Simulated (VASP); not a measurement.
Wanted: the native input for a VASP 6.6.1 run.

- Task: single point
- Functional: PBEsol
- Potentials or basis: VASP PAW PBE potentials, release 64 (Ti_sv)
- Cutoff: 520 eV
- k mesh: 18 × 18 × 10
- Occupations: gaussian, width 0.1 eV
- Spin: no spin polarisation
- Dipole correction: no
- Further INCAR settings: ALGO = Fast; EDIFF = 1e-06; NBANDS = 19

The structure of Ti lies in POSCAR:

```
Ti
1.0
    2.9007969572      0.0000000000      0.0000000000
   -1.4503984786      2.5121638561      0.0000000000
    0.0000000000      0.0000000000      4.5904427232
Ti
2
Direct
    0.3333333333      0.6666666667      0.2500000000
    0.6666666667      0.3333333333      0.7500000000
```

The input as run:

INCAR

```
SYSTEM = Ti
  PREC = Accurate
  ENCUT = 520
  EDIFF = 1E-6
  ISMEAR = 0
  SIGMA = 0.1
  LREAL = .False.
  LASPH = .True.
  NELM = 80
  ALGO = Fast
  ISIF = 2
  LWAVE = .False.
  LCHARG = .False.
  GGA = PS
  NBANDS = 19
```

KPOINTS

```
regular mesh
0
Gamma
  18 18 10
  0 0 0
```

Potentials or basis: VASP PAW PBE potentials, release 64 (Ti_sv).

Run with:

```bash
$ cat potpaw_PBE.64/Ti_sv/POTCAR > POTCAR
$ mpirun -np 1 vasp_std > vasp.out
```

It gave:

| Property | Result |
| --- | --- |
| Pressure | -0.3 GPa |
| Band gap on the k mesh | zero (bands 12 and 13 overlap by 1.11 eV) |

Caveat: the PAW data sets were made with another functional, which shifts forces and pressure a little.

It took 9.3 min on 1 thread of Intel Xeon 8259CL, on a shared host, peak memory 0.24 GiB.
